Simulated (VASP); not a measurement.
# LiSb3 (Fm-3m) in VASP: a series of runs

The runs below take LiSb3 through single point, relaxation of cell and atoms, with PBE.

Everything below comes from runs of VASP 6.6.1. Logs are shortened: lines on timing, memory, paths and dates and some standing lists are left out, and cuts for length are marked.

### 1 The cell of the first run

Symmetry: Fm-3m, No. 225, cubic system. Conventional cell: a = 7.090 Å, b = 7.090 Å, c = 7.090 Å, α = 90.00°, β = 90.00°, γ = 90.00°. Li (site symmetry m-3m) has 14 Sb at 3.07 to 3.54 Å within 4.0 Å. Sb (site symmetry m-3m) has 8 Sb at 3.07 Å and 6 Li at 3.54 Å within 4.0 Å. Within 4.0 Å of Sb (site symmetry -43m) lie 4 Li at 3.07 Å and 10 Sb at 3.07 to 3.54 Å.

### 2 Single point, PBE

INCAR reads:

```
SYSTEM = LiSb3
PREC     = Accurate       ! precision mode
ENCUT    = 750            ! plane-wave cutoff, eV
EDIFF    = 1E-6           ! SCF threshold, eV
ISMEAR   = 1              ! smearing method
SIGMA    = 0.02           ! smearing width, eV
LREAL    = .False.        ! projectors in reciprocal space
LASPH    = .True.         ! aspherical terms in the spheres
NELM     = 120            ! most SCF steps
ALGO     = Normal         ! electronic algorithm
ISIF     = 2              ! what is computed and relaxed
LWAVE    = .False.        ! write WAVECAR
LCHARG   = .False.        ! write CHGCAR
GGA      = PE             ! functional
NBANDS   = 17             ! bands
GGA_COMPAT= .False.
```

KPOINTS reads:

```
regular mesh
0
Gamma
  5 5 5
  0 0 0
```

POSCAR reads:

```
LiSb3
1.0
    0.0000000000      3.5448112853      3.5448112853
    3.5448112853      0.0000000000      3.5448112853
    3.5448112853      3.5448112853      0.0000000000
Li Sb
1 3
Direct
    0.0000000000      0.0000000000      0.0000000000
    0.5000000000      0.5000000000      0.5000000000
    0.2500000000      0.2500000000      0.2500000000
    0.7500000000      0.7500000000      0.7500000000
```

Potentials or basis: VASP PAW PBE potentials, release 64 (Li_sv, Sb).

On the command line:

```
$ cat potpaw_PBE.64/Li_sv/POTCAR potpaw_PBE.64/Sb/POTCAR > POTCAR
$ mpirun -np 1 vasp_std > vasp.out
```

OUTCAR:

```text
SYSTEM = LiSb3
   PREC = Accurate
   ENCUT = 750
   EDIFF = 1E-6
   ISMEAR = 1
   LREAL = .False.
   LASPH = .True.
   NELM = 120
   ISIF = 2
   GGA = PE

 ion  position               nearest neighbor table
   1  0.000  0.000  0.000-   4 3.07   4 3.07   4 3.07   3 3.07   4 3.07   3 3.07   3 3.07   3 3.07

   2  0.500  0.500  0.500-   3 3.07   3 3.07   3 3.07   3 3.07   4 3.07   4 3.07   4 3.07   4 3.07

   3  0.250  0.250  0.250-   1 3.07   1 3.07   1 3.07   1 3.07   2 3.07   2 3.07   2 3.07   2 3.07
                             4 3.54   4 3.54   4 3.54   4 3.54   4 3.54   4 3.54
   4  0.750  0.750  0.750-   2 3.07   2 3.07   2 3.07   1 3.07   2 3.07   1 3.07   1 3.07   1 3.07
                             3 3.54   3 3.54   3 3.54   3 3.54   3 3.54   3 3.54

  LATTYP: Found a face centered cubic cell.
 ALAT       =     7.0896225706

  Lattice vectors:

 A1 = (   0.0000000000,   3.5448112853,   3.5448112853)
 A2 = (   3.5448112853,   0.0000000000,   3.5448112853)
 A3 = (   3.5448112853,   3.5448112853,   0.0000000000)

Analysis of symmetry for initial positions (statically):
=====================================================================
 Subroutine PRICEL returns:
 Original cell was already a primitive cell.

 Routine SETGRP: Setting up the symmetry group for a
 face centered cubic supercell.

 Subroutine GETGRP returns: Found 48 space group operations
 (whereof 48 operations were pure point group operations)
 out of a pool of 48 trial point group operations.

The static configuration has the point symmetry O_h .

Analysis of symmetry for dynamics (positions and initial velocities):
=====================================================================
 Subroutine PRICEL returns:
 Original cell was already a primitive cell.

 Routine SETGRP: Setting up the symmetry group for a
 face centered cubic supercell.

 Subroutine GETGRP returns: Found 48 space group operations
 (whereof 48 operations were pure point group operations)
 out of a pool of 48 trial point group operations.

The dynamic configuration has the point symmetry O_h .

 Subroutine INISYM returns: Found 48 space group operations
 (whereof 48 operations are pure point group operations),
 and found     1 'primitive' translations

----------------------------------------------------------------------------------------

                                     Primitive cell

  volume of cell :      89.0860

  direct lattice vectors                    reciprocal lattice vectors
     0.000000000  3.544811285  3.544811285    -0.141051232  0.141051232  0.141051232
     3.544811285  0.000000000  3.544811285     0.141051232 -0.141051232  0.141051232
     3.544811285  3.544811285  0.000000000     0.141051232  0.141051232 -0.141051232

  length of vectors
     5.013120196  5.013120196  5.013120196     0.244307901  0.244307901  0.244307901

  position of ions in fractional coordinates (direct lattice)
     0.000000000  0.000000000  0.000000000
     0.500000000  0.500000000  0.500000000
     0.250000000  0.250000000  0.250000000
     0.750000000  0.750000000  0.750000000

  ion indices of the primitive-cell ions
   primitive index   ion index
                 1           1
                 2           2
                 3           3
                 4           4

----------------------------------------------------------------------------------------

 KPOINTS: regular mesh

Automatic generation of k-mesh.
 Grid dimensions read from file:
 generate k-points for:    5    5    5

 Generating k-lattice:

  Cartesian coordinates                     Fractional coordinates (reciprocal lattice)
    -0.028210246  0.028210246  0.028210246     0.200000000  0.000000000  0.000000000
     0.028210246 -0.028210246  0.028210246     0.000000000  0.200000000  0.000000000
     0.028210246  0.028210246 -0.028210246     0.000000000  0.000000000  0.200000000

  Length of vectors
     0.048861580  0.048861580  0.048861580

  Shift w.r.t. Gamma in fractional coordinates (k-lattice)
     0.000000000  0.000000000  0.000000000

 Subroutine IBZKPT returns following result:
 ===========================================

 Found     10 irreducible k-points:

 Following reciprocal coordinates:
            Coordinates               Weight
  0.000000  0.000000  0.000000      1.000000
  0.200000  0.000000  0.000000      8.000000
  0.400000  0.000000  0.000000      8.000000
  0.200000  0.200000  0.000000      6.000000
  0.400000  0.200000  0.000000     24.000000
 -0.400000  0.200000  0.000000     24.000000
 -0.200000  0.200000  0.000000     12.000000
  0.400000  0.400000  0.000000      6.000000
 -0.400000  0.400000  0.000000     12.000000
 -0.400000  0.400000  0.200000     24.000000
   k-points           NKPTS =     10   k-points in BZ     NKDIM =     10   number of bands    NBANDS=     17
   number of dos      NEDOS =    301   number of ions     NIONS =      4
   total plane-waves  NPLWV = 110592
   dimension x,y,z NGX =    48 NGY =   48 NGZ =   48
   dimension x,y,z NGXF=    96 NGYF=   96 NGZF=   96
   ions per type =               1   3
   NGX,Y,Z   is equivalent  to a cutoff of  15.92, 15.92, 15.92 a.u.
   NGXF,Y,Z  is equivalent  to a cutoff of  31.84, 31.84, 31.84 a.u.
 SYSTEM =  LiSb3
   PREC   = accura    normal or accurate (medium, high low for compatibility)
   ISTART =      0    job   : 0-new  1-cont  2-samecut
   ICHARG =      2    charge: 1-file 2-atom 10-const
   ISPIN  =      1    spin polarized calculation?
   LNONCOLLINEAR =      F non collinear calculations
   LSORBIT =      F    spin-orbit coupling
   LASPH  =      T    aspherical Exc in radial PAW
   ENCUT  =  750.0 eV  55.12 Ry    7.42 a.u.  11.19 11.19 11.19*2*pi/ulx,y,z
   NELM   =    120;   NELMIN=  2; NELMDL= -5     # of ELM steps
   EDIFF  = 0.1E-05   stopping-criterion for ELM
   LREAL  =      F    real-space projection
   EDIFFG = 0.1E-04   stopping-criterion for IOM
   NSW    =      0    number of steps for IOM
   IBRION =     -1    ionic relax: 0-MD 1-quasi-New 2-CG
   NFREE  =      0    steps in history (QN), initial steepest desc. (CG)
   ISIF   =      2    stress and relaxation
   ISYM   =      2    0-nonsym 1-usesym 2-fastsym
   POTIM  = 0.5000    time-step for ionic-motion
   TEBEG  =    0.0;   TEEND  =   0.0 temperature during run
   PSTRESS=    0.0 pullay stress
   NELECT =      18.0000    total number of electrons
   NUPDOWN=      -1.0000    fix difference up-down
   EMIN   =  10.00;   EMAX   =-10.00  energy-range for DOS
   EFERMI =   0.00;   METHOD = LEGACY
   ISMEAR =     1;   SIGMA  =   0.02  broadening in eV -4-tet -1-fermi 0-gaus
   EFERMI_NEDOS =   21; number of points for ismear=-14 and -15
   IALGO  =     38    algorithm
   IMIX   =      4    mixing-type and parameters
     AMIX     =   0.40;   BMIX     =  1.00
     AMIX_MAG =   1.60;   BMIX_MAG =  1.00
  volume/ion in A,a.u.               =      22.27       150.30
  Fermi-wavevector in a.u.,A,eV,Ry     =   0.960644  1.815354 12.555962  0.922837
  Thomas-Fermi vector in A             =   2.089947
   LORBIT       =      0    0 simple, 1 ext, 2 COOP (PROOUT), +10 PAW based schemes
   GGA     = PE    functional components
   LHFCALC =     F    Hartree Fock is set to
   AEXX    =    0.0000 exact exchange contribution
   IVDW    =     0    specifies the selected vdW correction
   LEPSILON=     F    determine dielectric tensor
   LRPA    =     F    only Hartree local field effects (RPA)
 non-spin polarized calculation
 Methfessel and Paxton  Order N= 1 SIGMA  =   0.02
  energy-cutoff  :      750.00
  volume of cell :       89.09
 maximum number of plane-waves:      4163
 NGX is ok and might be reduce to    48
   NGX = 23   NGY = 23   NGZ = 23

 number of electron      17.9999999 magnetization

 Free energy of the ion-electron system (eV)
  ---------------------------------------------------
  ext. energy  EPLUGINS =         0.00000000
  ---------------------------------------------------
  free energy    TOTEN  =       -13.79491933 eV

  energy without entropy =      -13.79458355  energy(sigma->0) =      -13.79480740

 E-fermi :   8.4580     XC(G=0): -10.1001

 val. band max:        8.3095203390   @ k =   0.4000   0.2000   0.0000
 cond. band min:       8.4687505353   @ k =  -0.2000   0.2000   0.0000
 fundamental gap:      0.1592301962
 Fermi energy:         8.4580269401

 k-point     1 :       0.0000    0.0000    0.0000
  band No.  band energies     occupation
      1     -38.4935      2.00000
      2      -4.7592      2.00000
      3       1.1584      2.00000
      4       2.7115      2.00000
      5       5.5578      2.00000
      6       5.5578      2.00000
[... 9 lines left out ...]
     16      13.3312      0.00000
     17      17.6050      0.00000

 k-point     2 :       0.2000    0.0000    0.0000
  band No.  band energies     occupation
      1     -38.4935      2.00000
      2      -4.4325      2.00000
      3       0.3887      2.00000
      4       1.7549      2.00000
      5       4.7997      2.00000
      6       4.7997      2.00000
[... 9 lines left out ...]
     16      14.1597      0.00000
     17      15.4543      0.00000

 k-point     3 :       0.4000    0.0000    0.0000
  band No.  band energies     occupation
      1     -38.4935      2.00000
      2      -3.5416      2.00000
      3      -1.3969      2.00000
      4       1.1377      2.00000
      5       4.4070      2.00000
      6       4.4070      2.00000
[... 9 lines left out ...]
     16      13.7827      0.00000
     17      16.2278      0.00000

 k-point     4 :       0.2000    0.2000    0.0000
  band No.  band energies     occupation
      1     -38.4935      2.00000
      2      -4.3209      2.00000
      3       0.4970      2.00000
      4       1.2965      2.00000
      5       3.8781      2.00000
      6       3.8781      2.00000
[... 9 lines left out ...]
     16      15.5557      0.00000
     17      15.6456      0.00000
[... 63 lines left out ...]
      1     -38.4934      2.00000
      2      -3.0345      2.00000
      3      -1.0196      2.00000
      4      -0.2036      2.00000
      5       2.9147      2.00000
      6       2.9147      2.00000
[... 9 lines left out ...]
     16      14.2131      0.00000
     17      14.2131      0.00000

 k-point     9 :      -0.4000    0.4000    0.0000
  band No.  band energies     occupation
      1     -38.4934      2.00000
      2      -2.1065      2.00000
      3      -1.9580      2.00000
      4      -0.7602      2.00000
      5       3.0206      2.00000
      6       3.2689      2.00000
[... 9 lines left out ...]
     16      14.8397      0.00000
     17      14.8484      0.00000

 k-point    10 :      -0.4000    0.4000    0.2000
  band No.  band energies     occupation
      1     -38.4934      2.00000
      2      -2.7027      2.00000
      3      -1.1198      2.00000
      4      -0.9922      2.00000
      5       2.7182      2.00000
      6       4.7644      2.00000
[... 9 lines left out ...]
     16      14.8455      0.00000
     17      14.9963      0.00000

------------------------ aborting loop because EDIFF is reached ----------------------------------------

  FORCE on cell =-STRESS in cart. coord.  units (eV):
  Direction    XX          YY          ZZ          XY          YZ          ZX
  --------------------------------------------------------------------------------------
  -------------------------------------------------------------------------------------
  Total        5.5423819      5.5423819      5.5423819     -0.0000000     -0.0000000      0.0000000
  in kB       99.6776237     99.6776237     99.6776237     -0.0000000     -0.0000000      0.0000000
  external PRESSURE =      99.6776237 kB  Pullay stress =       0.0000000 kB

 VOLUME and BASIS-vectors are now :
 -----------------------------------------------------------------------------
  energy-cutoff  :      750.00
  volume of cell :       89.09
      direct lattice vectors                 reciprocal lattice vectors
     0.000000000  3.544811285  3.544811285    -0.141051232  0.141051232  0.141051232
     3.544811285  0.000000000  3.544811285     0.141051232 -0.141051232  0.141051232
     3.544811285  3.544811285  0.000000000     0.141051232  0.141051232 -0.141051232

 POSITION                                       TOTAL-FORCE (eV/Angst)
 -----------------------------------------------------------------------------------
      0.00000      0.00000      0.00000         0.000000      0.000000     -0.000000
      3.54481      3.54481      3.54481         0.000000      0.000000     -0.000000
      1.77241      1.77241      1.77241        -0.000000     -0.000000      0.000000
      5.31722      5.31722      5.31722         0.000000      0.000000     -0.000000
 -----------------------------------------------------------------------------------
    total drift:                               -0.000000     -0.000000     -0.000000

  FREE ENERGIE OF THE ION-ELECTRON SYSTEM (eV)
  ---------------------------------------------------
  free  energy   TOTEN  =       -13.7949193311 eV

  energy  without entropy=      -13.7945835486  energy(sigma->0) =      -13.79480740
```

Wall time 74 s (1 thread of Intel Xeon 8259CL, shared host); peak memory 0.32 GiB.

What came out:

```
Free energy            : -13.7949 eV
Pressure               : 10.0 GPa
Band gap on the k mesh : zero (bands 9 and 10 overlap by 3.61 eV)
```

Levels at points of the mesh, in eV from the Fermi level:
```tsv
k point	band 5	band 6	band 7	band 8	band 9	band 10	band 11	band 12	band 13	band 14
(0.00, 0.00, 0.00)	-2.90	-2.90	-2.90	-2.74	-2.74	-2.74	0.40	0.40	0.40	3.55
```

Caveat: the cell stands under pressure; spin-orbit coupling is left out, which moves the levels of the heavy elements.

### 3 Single point, PBE

This run uses another cell than the first one, of 25.88 Å³/atom.

INCAR reads:

```
  ALGO = Normal
  EDIFF = 1E-6
  ENCUT = 750
  GGA = PE
  GGA_COMPAT = F
  ISIF = 2
  ISMEAR = 1
  LASPH = T
  LCHARG = F
  LREAL = F
  LWAVE = F
  NBANDS = 17
  NELM = 120
  PREC = Accurate
  SIGMA = 0.02
```

KPOINTS reads:

```
k-points
0
Gamma
  5 5 5
```

POSCAR reads:

```
LiSb3
1.0
    0.0000000000      3.7269243970      3.7269243970
    3.7269243970      0.0000000000      3.7269243970
    3.7269243970      3.7269243970      0.0000000000
Li Sb
1 3
Direct
    0.0000000000      0.0000000000      0.0000000000
    0.5000000000      0.5000000000      0.5000000000
    0.2500000000      0.2500000000      0.2500000000
    0.7500000000      0.7500000000      0.7500000000
```

Potentials or basis: VASP PAW PBE potentials, release 64 (Li_sv, Sb).

On the command line:

```
$ cat potpaw_PBE.64/Li_sv/POTCAR potpaw_PBE.64/Sb/POTCAR > POTCAR
$ mpirun -np 1 vasp_std > vasp.out
```

Run time: 66 s. Hardware: 1 thread of Intel Xeon 8259CL, shared host; peak memory 0.32 GiB.

The run converged. Its results:

| Item | Value |
| --- | --- |
| Free energy | -14.1884 eV |
| Pressure | -0.1 GPa |
| Band gap on the k mesh | zero (bands 9 and 10 overlap by 3.07 eV) |

Levels at points of the mesh, in eV from the Fermi level:
| k point | band 5 | band 6 | band 7 | band 8 | band 9 | band 10 | band 11 | band 12 | band 13 | band 14 |
| --- | --- | --- | --- | --- | --- | --- | --- | --- | --- | --- |
| (0.00, 0.00, 0.00) | -2.41 | -2.41 | -2.41 | -2.32 | -2.32 | -2.32 | 0.56 | 0.56 | 0.56 | 3.74 |

Caveat: spin-orbit coupling is left out, which moves the levels of the heavy elements.

(Continued in part 2 of 2.)

The gap in the log of VASP goes by the Fermi energy; the results here count the filled bands.